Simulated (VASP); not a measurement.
# Sr (Im-3m) in VASP: a series of runs

Sr is run at these levels: r2SCAN; tasks: single point.

All numbers are computed with VASP 6.6.1; they aren't measurements. Logs are shortened: lines on timing, memory, paths and dates and some standing lists are left out, and cuts for length are marked.

**1. The cell of the first run**

Symmetry: Im-3m, No. 229, cubic system. Conventional cell: a = 4.697 Å, b = 4.697 Å, c = 4.697 Å, α = 90.00°, β = 90.00°, γ = 90.00°. Within 5.3 Å of Sr (site symmetry m-3m) lie 14 Sr at 4.07 to 4.70 Å.

This isn't the form of Sr at room conditions, which is fcc.

**2. Single point, r2SCAN (51.81 Å³/atom)**

Input file POSCAR:

```
Sr
1.0
   -2.3485246283      2.3485246283      2.3485246283
    2.3485246283     -2.3485246283      2.3485246283
    2.3485246283      2.3485246283     -2.3485246283
Sr
1
Direct
    0.0000000000      0.0000000000      0.0000000000
```

Input file INCAR.step1:

```
SYSTEM = Sr
PREC = Accurate
ENCUT = 520
ISMEAR = -1
SIGMA = 0.1
LREAL = .FALSE.
LASPH = .TRUE.
NELM = 100
NBANDS = 11
GGA = PE
ALGO = Normal
EDIFF = 1E-4
LWAVE = .TRUE.
LCHARG = .FALSE.
```

Input file INCAR.step2:

```
SYSTEM = Sr
PREC = Accurate
ENCUT = 520
EDIFF = 1E-7
ISMEAR = -1
SIGMA = 0.1
LREAL = .FALSE.
LASPH = .TRUE.
NELM = 100
ALGO = Normal
ISIF = 2
LWAVE = .FALSE.
LCHARG = .TRUE.
METAGGA = R2SCAN
LMIXTAU = .TRUE.
LELF = .TRUE.
LVHAR = .TRUE.
NBANDS = 11
ISTART = 1
```

Input file KPOINTS:

```
Automatic mesh
0
G
  10 10 10
  0 0 0
```

Potentials or basis: VASP PAW PBE potentials, release 64 (Sr_sv).

Command:

```
cat potpaw_PBE.64/Sr_sv/POTCAR > POTCAR
cp INCAR.step1 INCAR
mpirun -np 1 vasp_std > vasp.out
cp INCAR.step2 INCAR
mpirun -np 1 vasp_std > vasp.out
```

OUTCAR:

```text
SYSTEM = Sr
   PREC = Accurate
   ENCUT = 520
   EDIFF = 1E-7
   ISMEAR = -1
   LREAL = .FALSE.
   LASPH = .TRUE.
   NELM = 100
   ISIF = 2
   METAGGA = R2SCAN
   ISTART = 1

 ion  position               nearest neighbor table
   1  0.000  0.000  0.000-

  LATTYP: Found a body centered cubic cell.
 ALAT       =     4.6970492566

  Lattice vectors:

 A1 = (  -2.3485246283,   2.3485246283,   2.3485246283)
 A2 = (   2.3485246283,  -2.3485246283,   2.3485246283)
 A3 = (   2.3485246283,   2.3485246283,  -2.3485246283)

Analysis of symmetry for initial positions (statically):
=====================================================================
 Subroutine PRICEL returns:
 Original cell was already a primitive cell.

 Routine SETGRP: Setting up the symmetry group for a
 body centered cubic supercell.

 Subroutine GETGRP returns: Found 48 space group operations
 (whereof 48 operations were pure point group operations)
 out of a pool of 48 trial point group operations.

The static configuration has the point symmetry O_h .

Analysis of symmetry for dynamics (positions and initial velocities):
=====================================================================
 Subroutine PRICEL returns:
 Original cell was already a primitive cell.

 Routine SETGRP: Setting up the symmetry group for a
 body centered cubic supercell.

 Subroutine GETGRP returns: Found 48 space group operations
 (whereof 48 operations were pure point group operations)
 out of a pool of 48 trial point group operations.

The dynamic configuration has the point symmetry O_h .

 Subroutine INISYM returns: Found 48 space group operations
 (whereof 48 operations are pure point group operations),
 and found     1 'primitive' translations

----------------------------------------------------------------------------------------

                                     Primitive cell

  volume of cell :      51.8138

  direct lattice vectors                    reciprocal lattice vectors
    -2.348524628  2.348524628  2.348524628     0.000000000  0.212899620  0.212899620
     2.348524628 -2.348524628  2.348524628     0.212899620  0.000000000  0.212899620
     2.348524628  2.348524628 -2.348524628     0.212899620  0.212899620  0.000000000

  length of vectors
     4.067763979  4.067763979  4.067763979     0.301085529  0.301085529  0.301085529

  position of ions in fractional coordinates (direct lattice)
     0.000000000  0.000000000  0.000000000

  ion indices of the primitive-cell ions
[... 79 lines left out ...]
   NFREE  =      0    steps in history (QN), initial steepest desc. (CG)
   ISIF   =      2    stress and relaxation
   ISYM   =      2    0-nonsym 1-usesym 2-fastsym
   POTIM  = 0.5000    time-step for ionic-motion
   TEBEG  =    0.0;   TEEND  =   0.0 temperature during run
   PSTRESS=    0.0 pullay stress
   NELECT =      10.0000    total number of electrons
   NUPDOWN=      -1.0000    fix difference up-down
   EMIN   =  10.00;   EMAX   =-10.00  energy-range for DOS
   EFERMI =   0.00;   METHOD = LEGACY
   ISMEAR =    -1;   SIGMA  =   0.10  broadening in eV -4-tet -1-fermi 0-gaus
   EFERMI_NEDOS =   21; number of points for ismear=-14 and -15
   IALGO  =     38    algorithm
   IMIX   =      4    mixing-type and parameters
     AMIX     =   0.40;   BMIX     =  1.00
     AMIX_MAG =   1.60;   BMIX_MAG =  1.00
  volume/ion in A,a.u.               =      51.81       349.66
  Fermi-wavevector in a.u.,A,eV,Ry     =   0.946077  1.787826 12.178048  0.895061
  Thomas-Fermi vector in A             =   2.074040
   LORBIT       =      0    0 simple, 1 ext, 2 COOP (PROOUT), +10 PAW based schemes
   METAGGA = R2SCAN    functional components
   LHFCALC =     F    Hartree Fock is set to
   AEXX    =    0.0000 exact exchange contribution
   IVDW    =     0    specifies the selected vdW correction
   LEPSILON=     F    determine dielectric tensor
   LRPA    =     F    only Hartree local field effects (RPA)
 non-spin polarized calculation
  energy-cutoff  :      520.00
  volume of cell :       51.81
 maximum number of plane-waves:      1433
   NGX = 15   NGY = 15   NGZ = 15

 number of electron      10.0000000 magnetization

 Free energy of the ion-electron system (eV)
  ---------------------------------------------------
  ext. energy  EPLUGINS =         0.00000000
  ---------------------------------------------------
  free energy    TOTEN  =       -15.09985543 eV

  energy without entropy =      -15.05890292  energy(sigma->0) =      -15.07937917

 E-fermi :   1.8059     XC(G=0):  -7.9752

 val. band max:        1.7929586478   @ k =  -0.4000  -0.4000   0.1000
 cond. band min:       1.8776492049   @ k =   0.5000   0.5000   0.2000
 fundamental gap:      0.0846905571
 Fermi energy:         1.8059254437

 k-point     1 :       0.0000    0.0000    0.0000
  band No.  band energies     occupation
      1     -36.0750      2.00000
      2     -17.3228      2.00000
      3     -17.3228      2.00000
      4     -17.3228      2.00000
      5      -2.0892      2.00000
      6       4.6513      0.00000
      7       4.6513      0.00000
      8       4.6513      0.00000
      9       6.0594      0.00000
     10       6.0594      0.00000
     11      10.5982      0.00000
[... 309 lines left out ...]
 k-point    24 :      -0.3000    0.3000    0.1000
  band No.  band energies     occupation
      1     -36.0591      2.00000
      2     -17.4862      2.00000
      3     -17.3846      2.00000
      4     -17.3419      2.00000
      5      -0.4023      2.00000
      6       3.1164      0.00000
      7       3.8084      0.00000
      8       5.1708      0.00000
      9       6.1589      0.00000
     10       6.5676      0.00000
     11       9.5781      0.00000

 [... further k-points ...]

------------------------ aborting loop because EDIFF is reached ----------------------------------------

  FORCE on cell =-STRESS in cart. coord.  units (eV):
  Direction    XX          YY          ZZ          XY          YZ          ZX
  --------------------------------------------------------------------------------------
  -------------------------------------------------------------------------------------
  Total        0.3323834      0.3323834      0.3323834     -0.0000000      0.0000000      0.0000000
  in kB       10.2779033     10.2779033     10.2779033     -0.0000000      0.0000000      0.0000000
  external PRESSURE =      10.2779033 kB  Pullay stress =       0.0000000 kB

 VOLUME and BASIS-vectors are now :
 -----------------------------------------------------------------------------
  energy-cutoff  :      520.00
  volume of cell :       51.81
      direct lattice vectors                 reciprocal lattice vectors
    -2.348524628  2.348524628  2.348524628     0.000000000  0.212899620  0.212899620
     2.348524628 -2.348524628  2.348524628     0.212899620  0.000000000  0.212899620
     2.348524628  2.348524628 -2.348524628     0.212899620  0.212899620  0.000000000

 POSITION                                       TOTAL-FORCE (eV/Angst)
 -----------------------------------------------------------------------------------
      0.00000      0.00000      0.00000         0.000000      0.000000     -0.000000
 -----------------------------------------------------------------------------------
    total drift:                                0.000000     -0.000000      0.000000

  FREE ENERGIE OF THE ION-ELECTRON SYSTEM (eV)
  ---------------------------------------------------
  free  energy   TOTEN  =       -15.0998554270 eV

  energy  without entropy=      -15.0589029227  energy(sigma->0) =      -15.07937917
```

It took 2.8 min on 1 thread of Intel Xeon 8259CL, shared host; peak memory 0.18 GiB.

Results:

```yaml
Free_energy: -15.0999 eV
Pressure: 1.0 GPa
Band_gap_on_the_k_mesh: zero (bands 5 and 6 overlap by 0.50 eV)
```

Caveat: the PAW data sets were made with another functional, which shifts forces and pressure a little.

**3. Single point, r2SCAN (54.07 Å³/atom)**

This run uses another cell than the first one, of 54.07 Å³/atom.

Input file POSCAR:

```
Sr
1.0
   -2.3820795136      2.3820795136      2.3820795136
    2.3820795136     -2.3820795136      2.3820795136
    2.3820795136      2.3820795136     -2.3820795136
Sr
1
Direct
    0.0000000000      0.0000000000      0.0000000000
```

Input file INCAR.step1:

```
PREC = Accurate
ENCUT = 520
ISMEAR = -1
SIGMA = 0.1
LREAL = F
LASPH = T
NELM = 100
NBANDS = 11
GGA = PE
ALGO = Normal
EDIFF = 1E-4
LWAVE = T
LCHARG = F
```

Input file INCAR.step2:

```
PREC = Accurate
ENCUT = 520
EDIFF = 1E-6
ISMEAR = -1
SIGMA = 0.1
LREAL = F
LASPH = T
NELM = 100
ALGO = Normal
ISIF = 2
LWAVE = F
LCHARG = F
METAGGA = R2SCAN
LMIXTAU = T
NBANDS = 11
ISTART = 1
```

Input file KPOINTS:

```
regular mesh
0
Gamma
  10 10 10
```

Potentials or basis: VASP PAW PBE potentials, release 64 (Sr_sv).

Command:

```
cat potpaw_PBE.64/Sr_sv/POTCAR > POTCAR
cp INCAR.step1 INCAR
mpirun -np 1 vasp_std > vasp.out
cp INCAR.step2 INCAR
mpirun -np 1 vasp_std > vasp.out
```

Run time: 100 s. Hardware: 1 thread of Intel Xeon 8259CL, shared host; peak memory 0.19 GiB.

Results (log left out):

```
Free energy            : -15.1104 eV
Pressure               : 0.5 GPa
Band gap on the k mesh : zero (bands 5 and 6 overlap by 0.41 eV)
```

Levels at points of the mesh, in eV from the Fermi level:
```tsv
k point	band 2	band 3	band 4	band 5	band 6	band 7	band 8	band 9
(0.00, 0.00, 0.00)	-19.23	-19.23	-19.23	-3.84	2.78	2.78	2.78	4.15
(0.50, 0.00, 0.00)	-19.45	-19.30	-19.23	-0.95	0.17	1.48	4.02	4.69
(0.50, 0.50, 0.50)	-19.38	-19.38	-19.38	-0.12	-0.12	3.97	3.97	3.97
```

Caveat: the PAW data sets were made with another functional, which shifts forces and pressure a little.

**4. Single point, r2SCAN (56.32 Å³/atom)**

This run uses another cell than the first one, of 56.32 Å³/atom.

Input file POSCAR:

```
Sr
1.0
   -2.4147147952      2.4147147952      2.4147147952
    2.4147147952     -2.4147147952      2.4147147952
    2.4147147952      2.4147147952     -2.4147147952
Sr
1
Direct
    0.0000000000      0.0000000000      0.0000000000
```

Input file INCAR.step1:

```
SYSTEM = Sr
PREC = Accurate
ENCUT = 520
ISMEAR = -1
SIGMA = 0.1
LREAL = .False.
LASPH = .True.
NELM = 60
NBANDS = 11
GGA = PE
ALGO = Normal
EDIFF = 1E-4
LWAVE = .True.
LCHARG = .False.
```

Input file INCAR.step2:

```
SYSTEM = Sr
PREC = Accurate
ENCUT = 520
EDIFF = 1E-7
ISMEAR = -1
SIGMA = 0.1
LREAL = .False.
LASPH = .True.
NELM = 60
ALGO = Normal
ISIF = 2
LWAVE = .False.
LCHARG = .False.
METAGGA = R2SCAN
LMIXTAU = .True.
NBANDS = 11
ISTART = 1
```

Input file KPOINTS:

```
regular mesh
0
Gamma
  10 10 10
  0 0 0
```

Potentials or basis: VASP PAW PBE potentials, release 64 (Sr_sv).

Command:

```
cat potpaw_PBE.64/Sr_sv/POTCAR > POTCAR
cp INCAR.step1 INCAR
mpirun -np 1 vasp_std > vasp.out
cp INCAR.step2 INCAR
mpirun -np 1 vasp_std > vasp.out
```

OUTCAR:

```text
SYSTEM = Sr
   PREC = Accurate
   ENCUT = 520
   EDIFF = 1E-7
   ISMEAR = -1
   LREAL = .False.
   LASPH = .True.
   NELM = 60
   ISIF = 2
   METAGGA = R2SCAN
   ISTART = 1

 ion  position               nearest neighbor table
   1  0.000  0.000  0.000-

  LATTYP: Found a body centered cubic cell.
 ALAT       =     4.8294295904

  Lattice vectors:

 A1 = (  -2.4147147952,   2.4147147952,   2.4147147952)
 A2 = (   2.4147147952,  -2.4147147952,   2.4147147952)
[... 513 lines left out ...]
     10       6.0170      0.00000
     11       8.8003      0.00000

 [... further k-points ...]

------------------------ aborting loop because EDIFF is reached ----------------------------------------

  FORCE on cell =-STRESS in cart. coord.  units (eV):
  Direction    XX          YY          ZZ          XY          YZ          ZX
  --------------------------------------------------------------------------------------
  -------------------------------------------------------------------------------------
  Total       -0.0031650     -0.0031650     -0.0031650     -0.0000000      0.0000000     -0.0000000
  in kB       -0.0900389     -0.0900389     -0.0900389     -0.0000000      0.0000000     -0.0000000
  external PRESSURE =      -0.0900389 kB  Pullay stress =       0.0000000 kB

 VOLUME and BASIS-vectors are now :
 -----------------------------------------------------------------------------
  energy-cutoff  :      520.00
  volume of cell :       56.32
      direct lattice vectors                 reciprocal lattice vectors
    -2.414714795  2.414714795  2.414714795     0.000000000  0.207063791  0.207063791
     2.414714795 -2.414714795  2.414714795     0.207063791  0.000000000  0.207063791
     2.414714795  2.414714795 -2.414714795     0.207063791  0.207063791  0.000000000

 POSITION                                       TOTAL-FORCE (eV/Angst)
 -----------------------------------------------------------------------------------
      0.00000      0.00000      0.00000         0.000000      0.000000      0.000000
 -----------------------------------------------------------------------------------
    total drift:                                0.000000      0.000000     -0.000000

  FREE ENERGIE OF THE ION-ELECTRON SYSTEM (eV)
  ---------------------------------------------------
  free  energy   TOTEN  =       -15.1136727821 eV

  energy  without entropy=      -15.0678338369  energy(sigma->0) =      -15.09075331
```

OSZICAR.step1:

```text
N       E                     dE             d eps       ncg     rms          rms(c)
DAV:   1     0.368349359851E+02    0.36835E+02   -0.47368E+03  1034   0.779E+02
DAV:   2     0.422647513776E-01   -0.36793E+02   -0.36188E+02  1202   0.154E+02
DAV:   3    -0.154326527981E+01   -0.15855E+01   -0.15683E+01  1490   0.239E+01
DAV:   4    -0.164392042738E+01   -0.10066E+00   -0.10023E+00  1406   0.522E+00
DAV:   5    -0.164599616576E+01   -0.20757E-02   -0.20757E-02  1471   0.609E-01    0.109E+01
DAV:   6    -0.164856216928E+01   -0.25660E-02   -0.71564E-03  1260   0.946E-01    0.615E+00
DAV:   7    -0.165070937788E+01   -0.21472E-02   -0.12251E-02  1153   0.123E+00    0.294E-01
DAV:   8    -0.165079642623E+01   -0.87048E-04   -0.15006E-03  1628   0.226E-01    0.702E-02
DAV:   9    -0.165081807615E+01   -0.21650E-04   -0.14926E-05   772   0.354E-02
   1 F= -.16508181E+01 E0= -.16282653E+01  d E =-.451056E-01
```

Run time: 2.2 min. Hardware: 1 thread of Intel Xeon 8259CL, shared host; peak memory 0.2 GiB.

Results:

```yaml
Free_energy: -15.1137 eV
Pressure: 0.0 GPa
Band_gap_on_the_k_mesh: zero (bands 5 and 6 overlap by 0.33 eV)
```

Levels at points of the mesh, in eV from the Fermi level:
| k point | band 3 | band 4 | band 5 | band 6 | band 7 | band 8 |
| --- | --- | --- | --- | --- | --- | --- |
| (0.00, 0.00, 0.00) | -19.33 | -19.33 | -3.79 | 2.72 | 2.72 | 2.72 |
| (0.50, 0.00, 0.00) | -19.39 | -19.33 | -0.93 | 0.11 | 1.47 | 3.90 |
| (0.50, 0.50, 0.50) | -19.46 | -19.46 | -0.06 | -0.06 | 3.79 | 3.79 |

Caveat: the PAW data sets were made with another functional, which shifts forces and pressure a little.

**5. The runs side by side**

```csv
cell,gap on the mesh (eV),pressure (GPa)
"a = 4.068 Å, angles 109.5°, 1 atom",none,1.0
"a = 4.126 Å, angles 109.5°, 1 atom",none,0.5
"a = 4.182 Å, angles 109.5°, 1 atom",none,0.0
```

Alike in all rows: task single point; level r2SCAN; potentials or basis VASP PAW PBE potentials, release 64 (Sr_sv); no spin polarisation; k mesh 10 × 10 × 10; cutoff (eV) 520; smearing fermi-dirac 0.1 eV.

Caveats: the PAW data sets were made with another functional, which shifts forces and pressure a little.

Total energies depend on the potentials used, so only differences within one code and one set of settings carry meaning.

The gap in the log of VASP goes by the Fermi energy; the results here count the filled bands.